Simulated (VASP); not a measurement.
A run of VASP 6.6.1 is set up as follows.

INCAR

```
ALGO = Fast
EDIFF = 1E-6
ENCUT = 520
GGA = PS
ISIF = 2
ISMEAR = -5
LASPH = T
LCHARG = F
LREAL = F
LWAVE = F
NBANDS = 12
NELM = 100
PREC = Accurate
SIGMA = 0.05
```

KPOINTS

```
k-points
0
Gamma
  10 10 10
```

File POSCAR:

```
Sc
1.0
    0.0000000000      2.3043249787      2.3043249787
    2.3043249787      0.0000000000      2.3043249787
    2.3043249787      2.3043249787      0.0000000000
Sc
1
Direct
    0.0000000000      0.0000000000      0.0000000000
```

Potentials or basis: VASP PAW PBE potentials, release 64 (Sc_sv).

Launch:

```sh
$ cat potpaw_PBE.64/Sc_sv/POTCAR > POTCAR
$ mpirun -np 1 vasp_std > vasp.out
```

(1) Predict the pressure.

Results:

(1) -1.9 GPa.

Caveat: the PAW data sets were made with another functional, which shifts forces and pressure a little; tetrahedron occupations give inexact forces and stress in metals.
